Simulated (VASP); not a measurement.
# CdTe4 (Im-3m) in VASP: single point with PBE

Aim: the single point of CdTe4 with PBE.

All numbers are computed with VASP 6.6.1; they aren't measurements. Logs are shortened: lines on timing, memory, paths and dates and some standing lists are left out, and cuts for length are marked.

## Step 1: The cell of the first run

The structure is cubic, space group Im-3m (No. 229). Conventional cell: a = 6.957 Å, b = 6.957 Å, c = 6.957 Å, α = 90.00°, β = 90.00°, γ = 90.00°. Cd (site symmetry m-3m) has 8 Te at 3.01 Å within 4.0 Å. Te (site symmetry -3m) has 2 Cd at 3.01 Å and 6 Te at 3.48 Å within 4.0 Å.

## Step 2: Single point, PBE

POSCAR reads:

```
CdTe4
1.0
   -3.4786620872      3.4786620872      3.4786620872
    3.4786620872     -3.4786620872      3.4786620872
    3.4786620872      3.4786620872     -3.4786620872
Cd Te
1 4
Direct
    0.0000000000      0.0000000000      0.0000000000
    0.5000000000      0.5000000000      0.5000000000
    0.5000000000      0.0000000000      0.0000000000
    0.0000000000      0.0000000000      0.5000000000
    0.0000000000      0.5000000000      0.0000000000
```

INCAR.step1 reads:

```
SYSTEM = CdTe4
  PREC = Accurate
  ENCUT = 520
  EDIFF = 1E-6
  ISMEAR = 0
  SIGMA = 0.1
  LREAL = .FALSE.
  LASPH = .TRUE.
  NELM = 80
  ALGO = Normal
  ISIF = 2
  LWAVE = .FALSE.
  LCHARG = .TRUE.
  GGA = PE
  NBANDS = 26
```

KPOINTS.step1 reads:

```
Automatic mesh
0
G
  8 8 8
  0 0 0
```

INCAR.step2 reads:

```
SYSTEM = CdTe4
  PREC = Accurate
  ENCUT = 520
  EDIFF = 1E-6
  ISMEAR = -5
  SIGMA = 0.1
  LREAL = .FALSE.
  LASPH = .TRUE.
  NELM = 80
  ALGO = Normal
  ISIF = 2
  LWAVE = .FALSE.
  LCHARG = .FALSE.
  GGA = PE
  LORBIT = 10
  NEDOS = 2001
  ICHARG = 11
```

KPOINTS.step2 reads:

```
Automatic mesh
0
G
  12 12 12
  0 0 0
```

Potentials or basis: VASP PAW PBE potentials, release 64 (Cd, Te).

Started as:

```sh
cat potpaw_PBE.64/Cd/POTCAR potpaw_PBE.64/Te/POTCAR > POTCAR
cp INCAR.step1 INCAR
cp KPOINTS.step1 KPOINTS
mpirun -np 1 vasp_std > vasp.out
cp INCAR.step2 INCAR
cp KPOINTS.step2 KPOINTS
mpirun -np 1 vasp_std > vasp.out
```

OUTCAR:

```text
SYSTEM = CdTe4
   PREC = Accurate
   ENCUT = 520
   EDIFF = 1E-6
   ISMEAR = -5
   LREAL = .FALSE.
   LASPH = .TRUE.
   NELM = 80
   ISIF = 2
   GGA = PE
   LORBIT = 10
   ICHARG = 11

 ion  position               nearest neighbor table
   1  0.000  0.000  0.000-   2 3.01   3 3.01   4 3.01   5 3.01   4 3.01   5 3.01   3 3.01   2 3.01

   2  0.500  0.500  0.500-   1 3.01   1 3.01   4 3.48   5 3.48   3 3.48   5 3.48   4 3.48   3 3.48

   3  0.500  0.000  0.000-   1 3.01   1 3.01   4 3.48   5 3.48   2 3.48   2 3.48   4 3.48   5 3.48

   4  0.000  0.000  0.500-   1 3.01   1 3.01   3 3.48   5 3.48   2 3.48   5 3.48   3 3.48   2 3.48

   5  0.000  0.500  0.000-   1 3.01   1 3.01   3 3.48   4 3.48   2 3.48   4 3.48   2 3.48   3 3.48

  LATTYP: Found a body centered cubic cell.
 ALAT       =     6.9573241744

  Lattice vectors:

 A1 = (  -3.4786620872,   3.4786620872,   3.4786620872)
 A2 = (   3.4786620872,  -3.4786620872,   3.4786620872)
 A3 = (   3.4786620872,   3.4786620872,  -3.4786620872)

Analysis of symmetry for initial positions (statically):
=====================================================================
 Subroutine PRICEL returns:
 Original cell was already a primitive cell.

 Routine SETGRP: Setting up the symmetry group for a
 body centered cubic supercell.

 Subroutine GETGRP returns: Found 48 space group operations
 (whereof 48 operations were pure point group operations)
 out of a pool of 48 trial point group operations.

The static configuration has the point symmetry O_h .

Analysis of symmetry for dynamics (positions and initial velocities):
=====================================================================
 Subroutine PRICEL returns:
 Original cell was already a primitive cell.

 Routine SETGRP: Setting up the symmetry group for a
 body centered cubic supercell.

 Subroutine GETGRP returns: Found 48 space group operations
 (whereof 48 operations were pure point group operations)
 out of a pool of 48 trial point group operations.

The dynamic configuration has the point symmetry O_h .

 Subroutine INISYM returns: Found 48 space group operations
 (whereof 48 operations are pure point group operations),
 and found     1 'primitive' translations

----------------------------------------------------------------------------------------

                                     Primitive cell

  volume of cell :     168.3824

  direct lattice vectors                    reciprocal lattice vectors
    -3.478662087  3.478662087  3.478662087     0.000000000  0.143733420  0.143733420
     3.478662087 -3.478662087  3.478662087     0.143733420  0.000000000  0.143733420
     3.478662087  3.478662087 -3.478662087     0.143733420  0.143733420  0.000000000

  length of vectors
     6.025219477  6.025219477  6.025219477     0.203269752  0.203269752  0.203269752

  position of ions in fractional coordinates (direct lattice)
     0.000000000  0.000000000  0.000000000
     0.500000000  0.500000000  0.500000000
     0.500000000  0.000000000  0.000000000
     0.000000000  0.000000000  0.500000000
     0.000000000  0.500000000  0.000000000

  ion indices of the primitive-cell ions
   primitive index   ion index
                 1           1
                 2           2
                 3           3
                 4           4
                 5           5

----------------------------------------------------------------------------------------

 KPOINTS: Automatic mesh

Automatic generation of k-mesh.
 Grid dimensions read from file:
 generate k-points for:   12   12   12

 Generating k-lattice:

  Cartesian coordinates                     Fractional coordinates (reciprocal lattice)
     0.000000000  0.011977785  0.011977785     0.083333333  0.000000000  0.000000000
     0.011977785  0.000000000  0.011977785     0.000000000  0.083333333  0.000000000
     0.011977785  0.011977785  0.000000000     0.000000000  0.000000000  0.083333333

  Length of vectors
     0.016939146  0.016939146  0.016939146

  Shift w.r.t. Gamma in fractional coordinates (k-lattice)
     0.000000000  0.000000000  0.000000000

 TETIRR: Found   1910 inequivalent tetrahedra from    10368

 Subroutine IBZKPT returns following result:
 ===========================================

 Found     72 irreducible k-points:

 Following reciprocal coordinates:
            Coordinates               Weight
  0.000000  0.000000  0.000000      1.000000
  0.083333  0.000000  0.000000     12.000000
  0.166667  0.000000  0.000000     12.000000
  0.250000  0.000000  0.000000     12.000000
  0.333333  0.000000  0.000000     12.000000
  0.416667  0.000000  0.000000     12.000000
[... 16 lines left out ...]
  0.333333  0.083333  0.083333     24.000000
  0.416667  0.083333  0.083333     12.000000
 [... further k-points ...]
   k-points           NKPTS =     72   k-points in BZ     NKDIM =     72   number of bands    NBANDS=     22
   number of dos      NEDOS =   2001   number of ions     NIONS =      5
   total plane-waves  NPLWV = 110592
   dimension x,y,z NGX =    48 NGY =   48 NGZ =   48
   dimension x,y,z NGXF=    96 NGYF=   96 NGZF=   96
   ions per type =               1   4
   NGX,Y,Z   is equivalent  to a cutoff of  13.24, 13.24, 13.24 a.u.
   NGXF,Y,Z  is equivalent  to a cutoff of  26.49, 26.49, 26.49 a.u.
 SYSTEM =  CdTe4
   PREC   = accura    normal or accurate (medium, high low for compatibility)
   ISTART =      0    job   : 0-new  1-cont  2-samecut
   ICHARG =     11    charge: 1-file 2-atom 10-const
   ISPIN  =      1    spin polarized calculation?
   LNONCOLLINEAR =      F non collinear calculations
   LSORBIT =      F    spin-orbit coupling
   LASPH  =      T    aspherical Exc in radial PAW
   ENCUT  =  520.0 eV  38.22 Ry    6.18 a.u.  11.20 11.20 11.20*2*pi/ulx,y,z
   NELM   =     80;   NELMIN=  2; NELMDL=  0     # of ELM steps
   EDIFF  = 0.1E-05   stopping-criterion for ELM
   LREAL  =      F    real-space projection
   EDIFFG = 0.1E-04   stopping-criterion for IOM
   NSW    =      0    number of steps for IOM
   IBRION =     -1    ionic relax: 0-MD 1-quasi-New 2-CG
   NFREE  =      0    steps in history (QN), initial steepest desc. (CG)
   ISIF   =      2    stress and relaxation
   ISYM   =      2    0-nonsym 1-usesym 2-fastsym
   POTIM  = 0.5000    time-step for ionic-motion
   TEBEG  =    0.0;   TEEND  =   0.0 temperature during run
   PSTRESS=    0.0 pullay stress
   NELECT =      36.0000    total number of electrons
   NUPDOWN=      -1.0000    fix difference up-down
   EMIN   =  10.00;   EMAX   =-10.00  energy-range for DOS
   EFERMI =   0.00;   METHOD = LEGACY
   ISMEAR =    -5;   SIGMA  =   0.10  broadening in eV -4-tet -1-fermi 0-gaus
   EFERMI_NEDOS =   21; number of points for ismear=-14 and -15
   IALGO  =     38    algorithm
   IMIX   =      4    mixing-type and parameters
     AMIX     =   0.40;   BMIX     =  1.00
     AMIX_MAG =   1.60;   BMIX_MAG =  1.00
  volume/ion in A,a.u.               =      33.68       227.26
  Fermi-wavevector in a.u.,A,eV,Ry     =   0.978911  1.849874 13.038023  0.958268
  Thomas-Fermi vector in A             =   2.109724
   LORBIT       =     10    0 simple, 1 ext, 2 COOP (PROOUT), +10 PAW based schemes
   GGA     = PE    functional components
   LHFCALC =     F    Hartree Fock is set to
   AEXX    =    0.0000 exact exchange contribution
   IVDW    =     0    specifies the selected vdW correction
   LEPSILON=     F    determine dielectric tensor
   LRPA    =     F    only Hartree local field effects (RPA)
 non-spin polarized calculation
 Fermi weights with tetrahedron method with Bloechl corrections
  energy-cutoff  :      520.00
  volume of cell :      168.38
 maximum number of plane-waves:      4559
 NGX is ok and might be reduce to    48

 number of electron      35.9999992 magnetization

 Free energy of the ion-electron system (eV)
  ---------------------------------------------------
  ext. energy  EPLUGINS =         0.00000000
  ---------------------------------------------------
  free energy    TOTEN  =       -12.20099875 eV

  energy without entropy =      -12.20099875  energy(sigma->0) =      -12.20099875

 E-fermi :   4.6829     XC(G=0):  -9.0008

 val. band max:        4.7252910542   @ k =   0.3333   0.0000   0.0000
 cond. band min:       4.5826959457   @ k =   0.5000   0.5000   0.1667
 fundamental gap:     -0.1425951085
 Fermi energy:         4.6828777173

 k-point     1 :       0.0000    0.0000    0.0000
  band No.  band energies     occupation
      1      -7.9554      2.00000
      2      -5.9767      2.00000
      3      -5.9767      2.00000
      4      -5.9767      2.00000
      5      -4.1776      2.00000
      6      -4.1776      2.00000
[... 14 lines left out ...]
     21       6.9669      0.00000
     22       6.9669      0.00000

 k-point     2 :       0.0833    0.0000    0.0000
  band No.  band energies     occupation
      1      -7.9245      2.00000
      2      -6.0043      2.00000
      3      -5.9844      2.00000
      4      -5.9672      2.00000
      5      -4.1789      2.00000
      6      -4.1787      2.00000
[... 14 lines left out ...]
     21       6.8189      0.00000
     22       6.8996      0.00000

 k-point     3 :       0.1667    0.0000    0.0000
  band No.  band energies     occupation
      1      -7.8328      2.00000
      2      -6.0891      2.00000
      3      -6.0052      2.00000
      4      -5.9397      2.00000
      5      -4.1823      2.00000
      6      -4.1814      2.00000
[... 14 lines left out ...]
     21       6.4090      0.00000
     22       6.7445      0.00000

 k-point     4 :       0.2500    0.0000    0.0000
  band No.  band energies     occupation
      1      -7.6841      2.00000
      2      -6.2340      2.00000
      3      -6.0330      2.00000
      4      -5.8985      2.00000
      5      -4.1869      2.00000
      6      -4.1852      2.00000
[... 14 lines left out ...]
     21       5.8158      0.00000
     22       6.5639      0.00000

 k-point     5 :       0.3333    0.0000    0.0000
  band No.  band energies     occupation
      1      -7.4861      2.00000
      2      -6.4360      2.00000
      3      -6.0604      2.00000
      4      -5.8520      2.00000
      5      -4.2505      2.00000
      6      -4.1923      2.00000
[... 417 lines left out ...]
 k-point    22 :       0.2500    0.0833    0.0833
  band No.  band energies     occupation
      1      -7.4282      2.00000
      2      -6.3854      2.00000
      3      -6.1164      2.00000
      4      -5.9492      2.00000
      5      -4.3247      2.00000
      6      -4.1910      2.00000
[... 14 lines left out ...]
     21       5.8217     -0.00202
     22       5.9839      0.00000

 k-point    23 :       0.3333    0.0833    0.0833
  band No.  band energies     occupation
      1      -7.1962      2.00000
      2      -6.6258      2.00000
      3      -6.1367      2.00000
      4      -5.9322      2.00000
      5      -4.3771      2.00000
      6      -4.2162      2.00000
[... 14 lines left out ...]
     21       5.5712     -0.02567
     22       6.7500      0.00000

 k-point    24 :       0.4167    0.0833    0.0833
  band No.  band energies     occupation
      1      -7.0113      2.00000
      2      -6.8153      2.00000
      3      -6.1440      2.00000
      4      -5.9256      2.00000
      5      -4.3850      2.00000
      6      -4.2679      2.00000
[... 14 lines left out ...]
     21       5.3510     -0.02563
     22       7.2504      0.00000

 [... further k-points ...]

------------------------ aborting loop because EDIFF is reached ----------------------------------------

  FORCE on cell =-STRESS in cart. coord.  units (eV):
  Direction    XX          YY          ZZ          XY          YZ          ZX
  --------------------------------------------------------------------------------------
  -------------------------------------------------------------------------------------
  Total        0.0427006      0.0427006      0.0427006      0.0000000     -0.0000000      0.0000000
  in kB        0.4063010      0.4063010      0.4063010      0.0000000     -0.0000000      0.0000000
  external PRESSURE =       0.4063010 kB  Pullay stress =       0.0000000 kB

 VOLUME and BASIS-vectors are now :
 -----------------------------------------------------------------------------
  energy-cutoff  :      520.00
  volume of cell :      168.38
      direct lattice vectors                 reciprocal lattice vectors
    -3.478662087  3.478662087  3.478662087     0.000000000  0.143733420  0.143733420
     3.478662087 -3.478662087  3.478662087     0.143733420  0.000000000  0.143733420
     3.478662087  3.478662087 -3.478662087     0.143733420  0.143733420  0.000000000

 POSITION                                       TOTAL-FORCE (eV/Angst)
 -----------------------------------------------------------------------------------
      0.00000      0.00000      0.00000         0.000000     -0.000000      0.000000
      1.73933      1.73933      1.73933        -0.000000      0.000000      0.000000
     -1.73933      1.73933      1.73933         0.000000     -0.000000      0.000000
      1.73933      1.73933     -1.73933        -0.000000     -0.000000     -0.000000
      1.73933     -1.73933      1.73933        -0.000000      0.000000     -0.000000
 -----------------------------------------------------------------------------------
    total drift:                                0.000000      0.000000     -0.000000

  FREE ENERGIE OF THE ION-ELECTRON SYSTEM (eV)
  ---------------------------------------------------
  free  energy   TOTEN  =       -12.2009987504 eV

  energy  without entropy=      -12.2009987504  energy(sigma->0) =      -12.20099875

 total charge

# of ion       s       p       d       tot
------------------------------------------
    1        0.490   0.282   9.537  10.308
    2        1.437   1.787   0.029   3.252
    3        1.437   1.787   0.029   3.252
    4        1.437   1.787   0.029   3.252
    5        1.437   1.787   0.029   3.252
--------------------------------------------------
tot          6.237   7.430   9.652  23.318
```

Run time: 2.9 min. Hardware: 1 thread of AMD EPYC 9R45 (Zen 5), shared host; peak memory 0.44 GiB.

What came out:

- Valence electrons inside the program's atomic spheres: Cd 10.31; Te 3.25

Caveat: spin-orbit coupling is left out, which moves the levels of the heavy elements; tetrahedron occupations give inexact forces and stress in metals.
